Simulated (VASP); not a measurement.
# TiC (P6/mmm) in VASP: single point with PBE

Aim: the single point of TiC with PBE.

All numbers are computed with VASP 6.6.1; they aren't measurements. Logs are shortened: lines on timing, memory, paths and dates and some standing lists are left out, and cuts for length are marked.

### 1 The cell of the first run

The structure is hexagonal, space group P6/mmm (No. 191). The conventional cell has a = 4.316 Å, b = 4.316 Å, c = 4.203 Å, α = 90.00°, β = 90.00°, γ = 120.00°. Within 2.8 Å of Ti (site symmetry -6m2) lie 2 C at 2.10 Å and 3 Ti at 2.49 Å. C (site symmetry -6m2) has 2 Ti at 2.10 Å and 3 C at 2.49 Å within 2.8 Å.

### 2 Single point, PBE, collinear spin

Input file INCAR:

```
PREC = Accurate
ENCUT = 520
EDIFF = 1E-6
ISMEAR = 0
SIGMA = 0.1
LREAL = False
LASPH = True
NELM = 150
ALGO = Normal
ISIF = 2
LWAVE = False
LCHARG = False
ISPIN = 2
MAGMOM = 0.62 0.62 0 0
LORBIT = 11
LMAXMIX = 4
GGA = PE
NBANDS = 28
```

Input file KPOINTS:

```
regular mesh
0
Gamma
  12 12 12
```

Input file POSCAR:

```
TiC
1.0
    4.3155618434      0.0000000000      0.0000000000
   -2.1577809217      3.7373861880      0.0000000000
    0.0000000000      0.0000000000      4.2030485181
Ti C
2 2
Direct
    0.3333333333      0.6666666667      0.0000000000
    0.6666666667      0.3333333333      0.0000000000
    0.3333333333      0.6666666667      0.5000000000
    0.6666666667      0.3333333333      0.5000000000
```

Potentials or basis: VASP PAW PBE potentials, release 64 (Ti_sv, C).

The run is started by

```bash
$ cat potpaw_PBE.64/Ti_sv/POTCAR potpaw_PBE.64/C/POTCAR > POTCAR
$ mpirun -np 1 vasp_std > vasp.out
```

OUTCAR:

```text
PREC = Accurate
   ENCUT = 520
   EDIFF = 1E-6
   ISMEAR = 0
   LREAL = False
   LASPH = True
   NELM = 150
   ISIF = 2
   ISPIN = 2
   LORBIT = 11
   GGA = PE

 ion  position               nearest neighbor table
   1  0.333  0.667  0.000-   3 2.10   3 2.10   2 2.49   2 2.49   2 2.49
   2  0.667  0.333  0.000-   4 2.10   4 2.10   1 2.49   1 2.49   1 2.49
   3  0.333  0.667  0.500-   1 2.10   1 2.10
   4  0.667  0.333  0.500-   2 2.10   2 2.10

  LATTYP: Found a hexagonal cell.
 ALAT       =     4.3155618434
 C/A-ratio  =     0.9739284642

  Lattice vectors:

 A1 = (   4.3155618434,   0.0000000000,   0.0000000000)
 A2 = (  -2.1577809217,   3.7373861880,   0.0000000000)
 A3 = (   0.0000000000,   0.0000000000,   4.2030485181)

Analysis of symmetry for initial positions (statically):
=====================================================================
 Subroutine PRICEL returns:
 Original cell was already a primitive cell.

 Routine SETGRP: Setting up the symmetry group for a
 hexagonal supercell.

 Subroutine GETGRP returns: Found 24 space group operations
 (whereof 24 operations were pure point group operations)
 out of a pool of 24 trial point group operations.

The static configuration has the point symmetry D_6h.

Analysis of symmetry for dynamics (positions and initial velocities):
=====================================================================
 Subroutine PRICEL returns:
 Original cell was already a primitive cell.

 Routine SETGRP: Setting up the symmetry group for a
 hexagonal supercell.

 Subroutine GETGRP returns: Found 24 space group operations
 (whereof 24 operations were pure point group operations)
 out of a pool of 24 trial point group operations.

The dynamic configuration has the point symmetry D_6h.

Analysis of structural, dynamic, and magnetic symmetry:
=====================================================================
 Subroutine PRICEL returns:
 Original cell was already a primitive cell.

 Routine SETGRP: Setting up the symmetry group for a
 hexagonal supercell.

 Subroutine GETGRP returns: Found 24 space group operations
 (whereof 24 operations were pure point group operations)
 out of a pool of 24 trial point group operations.

The overall configuration has the point symmetry D_6h.

 Subroutine INISYM returns: Found 24 space group operations
 (whereof 24 operations are pure point group operations),
 and found     1 'primitive' translations

----------------------------------------------------------------------------------------

                                     Primitive cell

  volume of cell :      67.7906

  direct lattice vectors                    reciprocal lattice vectors
     4.315561843  0.000000000  0.000000000     0.231719539  0.133783338  0.000000000
    -2.157780922  3.737386188  0.000000000     0.000000000  0.267566676  0.000000000
     0.000000000  0.000000000  4.203048518     0.000000000  0.000000000  0.237922545

  length of vectors
     4.315561843  4.315561843  4.203048518     0.267566676  0.267566676  0.237922545

  position of ions in fractional coordinates (direct lattice)
     0.333333333  0.666666667  0.000000000
     0.666666667  0.333333333  0.000000000
     0.333333333  0.666666667  0.500000000
     0.666666667  0.333333333  0.500000000

  ion indices of the primitive-cell ions
   primitive index   ion index
                 1           1
                 2           2
                 3           3
                 4           4

----------------------------------------------------------------------------------------

 KPOINTS: regular mesh

Automatic generation of k-mesh.
 Grid dimensions read from file:
 generate k-points for:   12   12   12

 Generating k-lattice:

  Cartesian coordinates                     Fractional coordinates (reciprocal lattice)
     0.019309962  0.011148612  0.000000000     0.083333333  0.000000000  0.000000000
     0.000000000  0.022297223  0.000000000     0.000000000  0.083333333  0.000000000
     0.000000000  0.000000000  0.019826879     0.000000000  0.000000000  0.083333333

  Length of vectors
     0.022297223  0.022297223  0.019826879

  Shift w.r.t. Gamma in fractional coordinates (k-lattice)
     0.000000000  0.000000000  0.000000000

 Subroutine IBZKPT returns following result:
 ===========================================

 Found    133 irreducible k-points:

 Following reciprocal coordinates:
            Coordinates               Weight
  0.000000  0.000000  0.000000      1.000000
  0.083333 -0.000000  0.000000      6.000000
  0.166667 -0.000000  0.000000      6.000000
  0.250000 -0.000000  0.000000      6.000000
  0.333333 -0.000000  0.000000      6.000000
  0.416667 -0.000000  0.000000      6.000000
[... 16 lines left out ...]
  0.250000 -0.000000  0.083333     12.000000
  0.333333 -0.000000  0.083333     12.000000
 [... further k-points ...]
   k-points           NKPTS =    133   k-points in BZ     NKDIM =    133   number of bands    NBANDS=     28
   number of dos      NEDOS =    301   number of ions     NIONS =      4
   total plane-waves  NPLWV =  32768
   dimension x,y,z NGX =    32 NGY =   32 NGZ =   32
   dimension x,y,z NGXF=    64 NGYF=   64 NGZF=   64
   ions per type =               2   2
   NGX,Y,Z   is equivalent  to a cutoff of  12.33, 12.33, 12.66 a.u.
   NGXF,Y,Z  is equivalent  to a cutoff of  24.65, 24.65, 25.31 a.u.
 SYSTEM =  unknown system
   PREC   = accura    normal or accurate (medium, high low for compatibility)
   ISTART =      0    job   : 0-new  1-cont  2-samecut
   ICHARG =      2    charge: 1-file 2-atom 10-const
   ISPIN  =      2    spin polarized calculation?
   LNONCOLLINEAR =      F non collinear calculations
   LSORBIT =      F    spin-orbit coupling
   LASPH  =      T    aspherical Exc in radial PAW
   ENCUT  =  520.0 eV  38.22 Ry    6.18 a.u.   8.02  8.02  7.81*2*pi/ulx,y,z
   NELM   =    150;   NELMIN=  2; NELMDL= -5     # of ELM steps
   EDIFF  = 0.1E-05   stopping-criterion for ELM
   LREAL  =      F    real-space projection
   EDIFFG = 0.1E-04   stopping-criterion for IOM
   NSW    =      0    number of steps for IOM
   IBRION =     -1    ionic relax: 0-MD 1-quasi-New 2-CG
   NFREE  =      0    steps in history (QN), initial steepest desc. (CG)
   ISIF   =      2    stress and relaxation
   ISYM   =      2    0-nonsym 1-usesym 2-fastsym
   POTIM  = 0.5000    time-step for ionic-motion
   TEBEG  =    0.0;   TEEND  =   0.0 temperature during run
   PSTRESS=    0.0 pullay stress
   NELECT =      32.0000    total number of electrons
   NUPDOWN=      -1.0000    fix difference up-down
   EMIN   =  10.00;   EMAX   =-10.00  energy-range for DOS
   EFERMI =   0.00;   METHOD = LEGACY
   ISMEAR =     0;   SIGMA  =   0.10  broadening in eV -4-tet -1-fermi 0-gaus
   EFERMI_NEDOS =   21; number of points for ismear=-14 and -15
   IALGO  =     38    algorithm
   IMIX   =      4    mixing-type and parameters
     AMIX     =   0.40;   BMIX     =  1.00
     AMIX_MAG =   1.60;   BMIX_MAG =  1.00
  volume/ion in A,a.u.               =      16.95       114.37
  Fermi-wavevector in a.u.,A,eV,Ry     =   1.274681  2.408798 22.106912  1.624812
  Thomas-Fermi vector in A             =   2.407436
   LORBIT       =     11    0 simple, 1 ext, 2 COOP (PROOUT), +10 PAW based schemes
   GGA     = PE    functional components
   LHFCALC =     F    Hartree Fock is set to
   AEXX    =    0.0000 exact exchange contribution
   IVDW    =     0    specifies the selected vdW correction
   LEPSILON=     F    determine dielectric tensor
   LRPA    =     F    only Hartree local field effects (RPA)
 spin polarized calculation
 Gauss-broadening in eV      SIGMA  =   0.10
  energy-cutoff  :      520.00
  volume of cell :       67.79
 maximum number of plane-waves:      1839
   NGX = 17   NGY = 17   NGZ = 15

 number of electron      31.9999999 magnetization       1.7681497

 Free energy of the ion-electron system (eV)
  ---------------------------------------------------
  ext. energy  EPLUGINS =         0.00000000
  ---------------------------------------------------
  free energy    TOTEN  =       -25.36779784 eV

  energy without entropy =      -25.34659179  energy(sigma->0) =      -25.35719482

 E-fermi :   4.0845     XC(G=0):  -9.8603

 val. band max:        4.0809061107   @ k =   0.0833  -0.0000   0.3333
 cond. band min:       4.0844903015   @ k =   0.3333   0.0833   0.5000
 fundamental gap:      0.0035841908
 Fermi energy:         4.0844588757

 spin component 1

 k-point     1 :       0.0000    0.0000    0.0000
  band No.  band energies     occupation
      1     -52.7267      1.00000
      2     -52.3937      1.00000
      3     -29.4140      1.00000
      4     -29.4140      1.00000
      5     -28.8253      1.00000
      6     -28.5726      1.00000
[... 20 lines left out ...]
     27       9.0903      0.00000
     28      13.1184      0.00000
[... 683 lines left out ...]
 k-point    24 :       0.3333   -0.0000    0.0833
  band No.  band energies     occupation
      1     -52.6577      1.00000
      2     -52.4655      1.00000
      3     -29.4729      1.00000
      4     -29.2727      1.00000
      5     -28.7730      1.00000
      6     -28.6859      1.00000
[... 20 lines left out ...]
     27       9.6107      0.00000
     28      11.4641      0.00000

 [... further k-points ...]

 spin component 2

 k-point     1 :       0.0000    0.0000    0.0000
  band No.  band energies     occupation
      1     -52.0600      1.00000
      2     -51.7406      1.00000
      3     -28.6248      1.00000
      4     -28.6248      1.00000
      5     -28.3650      1.00000
      6     -28.1177      1.00000
[... 20 lines left out ...]
     27       9.4451      0.00000
     28      13.3742      0.00000
[... 683 lines left out ...]
 k-point    24 :       0.3333   -0.0000    0.0833
  band No.  band energies     occupation
      1     -51.9938      1.00000
      2     -51.8094      1.00000
      3     -28.6826      1.00000
      4     -28.4902      1.00000
      5     -28.3139      1.00000
      6     -28.1707      1.00000
[... 20 lines left out ...]
     27      10.0179      0.00000
     28      11.9843      0.00000

 [... further k-points ...]
[... 5 lines left out ...]
  --------------------------------------------------------------------------------------
  -------------------------------------------------------------------------------------
  Total       -0.0345971     -0.0345971      0.0041524      0.0000000     -0.0000000      0.0000000
  in kB       -0.8176754     -0.8176754      0.0981394      0.0000000     -0.0000000      0.0000000
  external PRESSURE =      -0.5124038 kB  Pullay stress =       0.0000000 kB

 VOLUME and BASIS-vectors are now :
 -----------------------------------------------------------------------------
  energy-cutoff  :      520.00
  volume of cell :       67.79
      direct lattice vectors                 reciprocal lattice vectors
     4.315561843  0.000000000  0.000000000     0.231719539  0.133783338  0.000000000
    -2.157780922  3.737386188  0.000000000     0.000000000  0.267566676  0.000000000
     0.000000000  0.000000000  4.203048518     0.000000000  0.000000000  0.237922545

 POSITION                                       TOTAL-FORCE (eV/Angst)
 -----------------------------------------------------------------------------------
     -0.00000      2.49159      0.00000        -0.000000      0.000000     -0.000000
      2.15778      1.24580      0.00000         0.000000      0.000000     -0.000000
     -0.00000      2.49159      2.10152        -0.000000     -0.000000     -0.000000
      2.15778      1.24580      2.10152         0.000000      0.000000      0.000000
 -----------------------------------------------------------------------------------
    total drift:                               -0.000000      0.000000     -0.000000

  FREE ENERGIE OF THE ION-ELECTRON SYSTEM (eV)
  ---------------------------------------------------
  free  energy   TOTEN  =       -25.3677978431 eV

  energy  without entropy=      -25.3465917914  energy(sigma->0) =      -25.35719482

 total charge

# of ion       s       p       d       tot
------------------------------------------
    1        2.260   6.121   2.066  10.447
    2        2.260   6.121   2.066  10.447
    3        0.988   1.174   0.000   2.161
    4        0.988   1.174   0.000   2.161
--------------------------------------------------
tot          6.494  14.590   4.131  25.215

 magnetization (x)

# of ion       s       p       d       tot
------------------------------------------
    1        0.045   0.026   0.696   0.767
    2        0.045   0.026   0.696   0.767
    3       -0.003  -0.032   0.000  -0.035
    4       -0.003  -0.032   0.000  -0.035
--------------------------------------------------
tot          0.084  -0.011   1.392   1.465
```

It took 10 min on 1 thread of Intel Xeon 8259CL, shared host; peak memory 0.45 GiB.

Results:

```yaml
Free_energy: -25.3678 eV
Pressure: -0.1 GPa
Net_moment: 1.77 μB per cell
Site_moments: Ti +0.77; C -0.04 μB
Valence_electrons_inside_the_program's_atomic_spheres: Ti 10.45; C 2.16
```

Levels at points of the mesh, in eV from the Fermi level:
Spin up:
| k point | band 13 | band 14 | band 15 | band 16 | band 17 | band 18 | band 19 | band 20 | band 21 | band 22 |
| --- | --- | --- | --- | --- | --- | --- | --- | --- | --- | --- |
| (0.00, 0.00, 0.00) | -1.70 | -1.58 | 0.00 | 0.00 | 0.28 | 0.28 | 1.02 | 1.02 | 1.41 | 2.51 |
| (0.50, 0.00, 0.00) | -0.97 | -0.94 | -0.73 | -0.70 | -0.49 | -0.11 | 1.56 | 2.53 | 2.60 | 2.64 |
| (0.00, 0.00, 0.50) | -2.75 | -2.09 | -1.93 | 0.49 | 0.49 | 0.53 | 0.53 | 0.56 | 0.56 | 3.02 |
| (0.50, 0.00, 0.50) | -2.73 | -1.98 | -1.22 | -0.59 | -0.51 | 0.74 | 0.76 | 1.68 | 2.77 | 3.02 |
Spin down:
| k point | band 12 | band 13 | band 14 | band 15 | band 16 | band 17 | band 18 | band 19 |
| --- | --- | --- | --- | --- | --- | --- | --- | --- |
| (0.00, 0.00, 0.00) | -1.64 | -1.62 | -1.53 | 0.55 | 0.55 | 0.81 | 0.81 | 1.37 |
| (0.50, 0.00, 0.00) | -1.79 | -0.86 | -0.47 | -0.11 | 0.17 | 0.42 | 0.49 | 1.80 |
| (0.00, 0.00, 0.50) | -2.63 | -2.63 | -1.79 | -1.35 | 0.67 | 0.67 | 1.30 | 1.30 |
| (0.50, 0.00, 0.50) | -3.27 | -2.60 | -1.87 | -0.39 | 0.40 | 0.51 | 0.96 | 1.45 |
